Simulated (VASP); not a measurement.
# YSnSbC2 (P4/mmm) in VASP: relaxation of cell and atoms with PBE

Aim: the relaxation of cell and atoms of YSnSbC2 with PBE.

Program: VASP 6.6.1. These are calculated values, not measurements. Logs are shortened: lines on timing, memory, paths and dates and some standing lists are left out, and cuts for length are marked.

## 1. The cell of the first run

The structure is tetragonal, space group P4/mmm (No. 123). The conventional cell has a = 4.349 Å, b = 4.349 Å, c = 5.864 Å, α = 90.00°, β = 90.00°, γ = 90.00°. Within 4.0 Å of Y (site symmetry 4/mmm) lie 4 Sb at 3.07 Å and 8 C at 3.65 Å. Within 3.0 Å of Sn (site symmetry 4/mmm) lie 4 C at 2.17 Å and 2 Sb at 2.93 Å. Within 3.9 Å of Sb (site symmetry 4/mmm) lie 2 Sn at 2.93 Å and 4 Y at 3.07 Å and 8 C at 3.65 Å. Within 2.9 Å of C (site symmetry mmm) lie 2 Sn at 2.17 Å.

## 2. Relaxation of cell and atoms, PBE

Input file INCAR:

```
SYSTEM = YSnSbC2
  ALGO = Normal
  EDIFF = 1E-6
  EDIFFG = -0.01
  ENCUT = 600
  GGA = PE
  IBRION = 2
  ISIF = 3
  ISMEAR = 0
  LASPH = .TRUE.
  LCHARG = .FALSE.
  LREAL = .FALSE.
  LWAVE = .FALSE.
  NELM = 100
  NSW = 100
  PREC = Accurate
  SIGMA = 0.1
```

Input file KPOINTS:

```
k-points
0
G
  10 10 6
  0 0 0
```

Input file POSCAR:

```
YSnSbC2
1.0
    4.3485807967      0.0000000000      0.0000000000
    0.0000000000      4.3485807967      0.0000000000
    0.0000000000      0.0000000000      5.8643515075
Y Sn Sb C
1 1 1 2
Direct
    0.5000000000      0.5000000000      0.5000000000
    0.0000000000      0.0000000000      0.0000000000
    0.0000000000      0.0000000000      0.5000000000
    0.5000000000      0.0000000000      0.0000000000
    0.0000000000      0.5000000000      0.0000000000
```

Potentials or basis: VASP PAW PBE potentials, release 64 (Y_sv, Sn_d, Sb, C).

Command:

```console
cat potpaw_PBE.64/Y_sv/POTCAR potpaw_PBE.64/Sn_d/POTCAR potpaw_PBE.64/Sb/POTCAR potpaw_PBE.64/C/POTCAR > POTCAR
mpirun -np 1 vasp_std > vasp.out
```

OUTCAR:

```text
SYSTEM = YSnSbC2
   EDIFF = 1E-6
   EDIFFG = -0.01
   ENCUT = 600
   GGA = PE
   IBRION = 2
   ISIF = 3
   ISMEAR = 0
   LASPH = .TRUE.
   LREAL = .FALSE.
   NELM = 100
   NSW = 100
   PREC = Accurate

 ion  position               nearest neighbor table
   1  0.500  0.500  0.500-   3 3.07   3 3.07   3 3.07   3 3.07
   2  0.000  0.000  0.000-   4 2.17   5 2.17   5 2.17   4 2.17   3 2.93   3 2.93
   3  0.000  0.000  0.500-   2 2.93   2 2.93   1 3.07   1 3.07   1 3.07   1 3.07
   4  0.500  0.000  0.000-   2 2.17   2 2.17
   5  0.000  0.500  0.000-   2 2.17   2 2.17

  LATTYP: Found a simple tetragonal cell.
 ALAT       =     4.3485807967
 C/A-ratio  =     1.3485667581

  Lattice vectors:

 A1 = (   4.3485807967,   0.0000000000,   0.0000000000)
 A2 = (   0.0000000000,   4.3485807967,   0.0000000000)
 A3 = (   0.0000000000,   0.0000000000,   5.8643515075)

Analysis of symmetry for initial positions (statically):
=====================================================================
 Subroutine PRICEL returns:
 Original cell was already a primitive cell.

 Routine SETGRP: Setting up the symmetry group for a
 simple tetragonal supercell.

 Subroutine GETGRP returns: Found 16 space group operations
 (whereof 16 operations were pure point group operations)
 out of a pool of 16 trial point group operations.

The static configuration has the point symmetry D_4h.

Analysis of symmetry for dynamics (positions and initial velocities):
=====================================================================
 Subroutine PRICEL returns:
 Original cell was already a primitive cell.

 Routine SETGRP: Setting up the symmetry group for a
 simple tetragonal supercell.

 Subroutine GETGRP returns: Found 16 space group operations
 (whereof 16 operations were pure point group operations)
 out of a pool of 16 trial point group operations.

The dynamic configuration has the point symmetry D_4h.

 Subroutine INISYM returns: Found 16 space group operations
 (whereof 16 operations are pure point group operations),
 and found     1 'primitive' translations

----------------------------------------------------------------------------------------

                                     Primitive cell

  volume of cell :     110.8958

  direct lattice vectors                    reciprocal lattice vectors
     4.348580797  0.000000000  0.000000000     0.229960083  0.000000000  0.000000000
     0.000000000  4.348580797  0.000000000     0.000000000  0.229960083  0.000000000
     0.000000000  0.000000000  5.864351508     0.000000000  0.000000000  0.170521838

  length of vectors
     4.348580797  4.348580797  5.864351508     0.229960083  0.229960083  0.170521838

  position of ions in fractional coordinates (direct lattice)
     0.500000000  0.500000000  0.500000000
     0.000000000  0.000000000  0.000000000
     0.000000000  0.000000000  0.500000000
     0.500000000  0.000000000  0.000000000
     0.000000000  0.500000000  0.000000000

  ion indices of the primitive-cell ions
   primitive index   ion index
                 1           1
                 2           2
                 3           3
                 4           4
                 5           5

----------------------------------------------------------------------------------------

 KPOINTS: k-points

Automatic generation of k-mesh.
 Grid dimensions read from file:
 generate k-points for:   10   10    6

 Generating k-lattice:

  Cartesian coordinates                     Fractional coordinates (reciprocal lattice)
     0.022996008  0.000000000  0.000000000     0.100000000  0.000000000  0.000000000
     0.000000000  0.022996008  0.000000000     0.000000000  0.100000000  0.000000000
     0.000000000  0.000000000  0.028420306     0.000000000  0.000000000  0.166666667

  Length of vectors
     0.022996008  0.022996008  0.028420306

  Shift w.r.t. Gamma in fractional coordinates (k-lattice)
     0.000000000  0.000000000  0.000000000

 Subroutine IBZKPT returns following result:
 ===========================================

 Found     84 irreducible k-points:

 Following reciprocal coordinates:
            Coordinates               Weight
  0.000000  0.000000  0.000000      1.000000
  0.100000  0.000000  0.000000      4.000000
  0.200000  0.000000  0.000000      4.000000
  0.300000  0.000000  0.000000      4.000000
  0.400000  0.000000  0.000000      4.000000
  0.500000  0.000000  0.000000      2.000000
[... 16 lines left out ...]
  0.100000  0.000000  0.166667      8.000000
  0.200000  0.000000  0.166667      8.000000
 [... further k-points ...]
   k-points           NKPTS =     84   k-points in BZ     NKDIM =     84   number of bands    NBANDS=     23
   number of dos      NEDOS =    301   number of ions     NIONS =      5
   total plane-waves  NPLWV =  62208
   dimension x,y,z NGX =    36 NGY =   36 NGZ =   48
   dimension x,y,z NGXF=    72 NGYF=   72 NGZF=   96
   ions per type =               1   1   1   2
   NGX,Y,Z   is equivalent  to a cutoff of  13.76, 13.76, 13.61 a.u.
   NGXF,Y,Z  is equivalent  to a cutoff of  27.53, 27.53, 27.21 a.u.
 SYSTEM =  YSnSbC2
   PREC   = accura    normal or accurate (medium, high low for compatibility)
   ISTART =      0    job   : 0-new  1-cont  2-samecut
   ICHARG =      2    charge: 1-file 2-atom 10-const
   ISPIN  =      1    spin polarized calculation?
   LNONCOLLINEAR =      F non collinear calculations
   LSORBIT =      F    spin-orbit coupling
   LASPH  =      T    aspherical Exc in radial PAW
   ENCUT  =  600.0 eV  44.10 Ry    6.64 a.u.   8.69  8.69 11.71*2*pi/ulx,y,z
   NELM   =    100;   NELMIN=  2; NELMDL= -5     # of ELM steps
   EDIFF  = 0.1E-05   stopping-criterion for ELM
   LREAL  =      F    real-space projection
   EDIFFG = -.1E-01   stopping-criterion for IOM
   NSW    =    100    number of steps for IOM
   IBRION =      2    ionic relax: 0-MD 1-quasi-New 2-CG
   NFREE  =      1    steps in history (QN), initial steepest desc. (CG)
   ISIF   =      3    stress and relaxation
   ISYM   =      2    0-nonsym 1-usesym 2-fastsym
   POTIM  = 0.5000    time-step for ionic-motion
   TEBEG  =    0.0;   TEEND  =   0.0 temperature during run
   PSTRESS=    0.0 pullay stress
   NELECT =      38.0000    total number of electrons
   NUPDOWN=      -1.0000    fix difference up-down
   EMIN   =  10.00;   EMAX   =-10.00  energy-range for DOS
   EFERMI =   0.00;   METHOD = LEGACY
   ISMEAR =     0;   SIGMA  =   0.10  broadening in eV -4-tet -1-fermi 0-gaus
   EFERMI_NEDOS =   21; number of points for ismear=-14 and -15
   IALGO  =     38    algorithm
   IMIX   =      4    mixing-type and parameters
     AMIX     =   0.40;   BMIX     =  1.00
     AMIX_MAG =   1.60;   BMIX_MAG =  1.00
  volume/ion in A,a.u.               =      22.18       149.67
  Fermi-wavevector in a.u.,A,eV,Ry     =   1.145595  2.164860 17.856113  1.312387
  Thomas-Fermi vector in A             =   2.282282
   LORBIT       =      0    0 simple, 1 ext, 2 COOP (PROOUT), +10 PAW based schemes
   GGA     = PE    functional components
   LHFCALC =     F    Hartree Fock is set to
   AEXX    =    0.0000 exact exchange contribution
   IVDW    =     0    specifies the selected vdW correction
   LEPSILON=     F    determine dielectric tensor
   LRPA    =     F    only Hartree local field effects (RPA)
 conjugate gradient relaxation of ions
 non-spin polarized calculation
 Gauss-broadening in eV      SIGMA  =   0.10
  energy-cutoff  :      600.00
  volume of cell :      110.90
 maximum number of plane-waves:      3736
 NGX is ok and might be reduce to    36
   NGX = 17   NGY = 17   NGZ = 23

--------------------------------------- Ionic step        1  -------------------------------------------

 number of electron      38.0000001 magnetization

 Free energy of the ion-electron system (eV)
  ---------------------------------------------------
  ext. energy  EPLUGINS =         0.00000000
  ---------------------------------------------------
  free energy    TOTEN  =       -25.04215235 eV

  energy without entropy =      -25.02308971  energy(sigma->0) =      -25.03262103

------------------------ aborting loop because EDIFF is reached ----------------------------------------

  FORCE on cell =-STRESS in cart. coord.  units (eV):
  Direction    XX          YY          ZZ          XY          YZ          ZX
  --------------------------------------------------------------------------------------
  -------------------------------------------------------------------------------------
  Total        0.1390176      0.1390176      0.1121106      0.0000000     -0.0000000      0.0000000
  in kB        2.0084696      2.0084696      1.6197283      0.0000000     -0.0000000      0.0000000
  external PRESSURE =       1.8788892 kB  Pullay stress =       0.0000000 kB
[... 63 lines left out ...]
  energy  without entropy=      -25.0232531195  energy(sigma->0) =      -25.03277055

--------------------------------------- Ionic step        3  -------------------------------------------

 number of electron      38.0000000 magnetization

 Free energy of the ion-electron system (eV)
  ---------------------------------------------------
  ext. energy  EPLUGINS =         0.00000000
  ---------------------------------------------------
  free energy    TOTEN  =       -25.04232296 eV

  energy without entropy =      -25.02327907  energy(sigma->0) =      -25.03280101

 E-fermi :   5.1238     XC(G=0):  -9.7571

 val. band max:        5.1196103074   @ k =   0.4000   0.4000   0.3333
 cond. band min:       5.1280117973   @ k =   0.0000   0.0000   0.0000
 fundamental gap:      0.0084014899
 Fermi energy:         5.1238488397

 k-point     1 :       0.0000    0.0000    0.0000
  band No.  band energies     occupation
      1     -38.4616      2.00000
      2     -18.4727      2.00000
      3     -18.3497      2.00000
      4     -18.3497      2.00000
      5     -16.2884      2.00000
      6     -16.1846      2.00000
[... 613 lines left out ...]
     22       6.0699      0.00000
     23       6.5589      0.00000

 [... further k-points ...]

------------------------ aborting loop because EDIFF is reached ----------------------------------------

  FORCE on cell =-STRESS in cart. coord.  units (eV):
  Direction    XX          YY          ZZ          XY          YZ          ZX
  --------------------------------------------------------------------------------------
  -------------------------------------------------------------------------------------
  Total       -0.0149454     -0.0149454      0.0437229      0.0000000      0.0000000      0.0000000
  in kB       -0.2153700     -0.2153700      0.6300672      0.0000000      0.0000000      0.0000000
  external PRESSURE =       0.0664424 kB  Pullay stress =       0.0000000 kB
[... 20 lines left out ...]
  FREE ENERGIE OF THE ION-ELECTRON SYSTEM (eV)
  ---------------------------------------------------
  free  energy   TOTEN  =       -25.0423229590 eV

  energy  without entropy=      -25.0232790654  energy(sigma->0) =      -25.03280101

 reached required accuracy - stopping structural energy minimisation
```

Wall time 10 min (1 thread of AMD EPYC 7R43 (Zen 3), shared host); peak memory 0.45 GiB.

Results:

```yaml
Free_energy: -25.0423 eV
Relaxed_volume: 22.24 Å³/atom
Relaxed_cell: a = 4.353 Å, b = 4.353 Å, c = 5.869 Å, α = 90.00°, β = 90.00°, γ = 90.00°
Space_group_after_relaxing_to_0.1_Å: P4/mmm (No. 123)
Energy_gained_by_relaxing: 0.0 meV/atom
Ionic_steps: 3
Pressure_after_relaxing: 0.0 GPa
Band_gap_on_the_k_mesh: zero (bands 19 and 20 overlap by 1.10 eV)
```

Stress tensor (GPa, compression positive):
```
-0.02  0.00  0.00
 0.00 -0.02  0.00
 0.00  0.00  0.06
```

The path:
```csv
step,energy change (eV),largest force (eV/Å),pressure (GPa),volume (Å³)
1,0.0000,0.0000,0.19,110.90
2,-0.0001,0.0000,-0.12,111.31
3,-0.0002,0.0000,0.01,111.18
```

Final structure:
```
Y Sn Sb C
1.0
     4.35257    0.00000    0.00000
     0.00000    4.35257    0.00000
     0.00000    0.00000    5.86869
Y Sn Sb C
1 1 1 2
Cartesian
  2.1763 2.1763 2.9343
  0.0000 0.0000 0.0000
  0.0000 0.0000 2.9343
  2.1763 0.0000 0.0000
  0.0000 2.1763 0.0000
```

Caveat: spin-orbit coupling is left out, which moves the levels of the heavy elements.
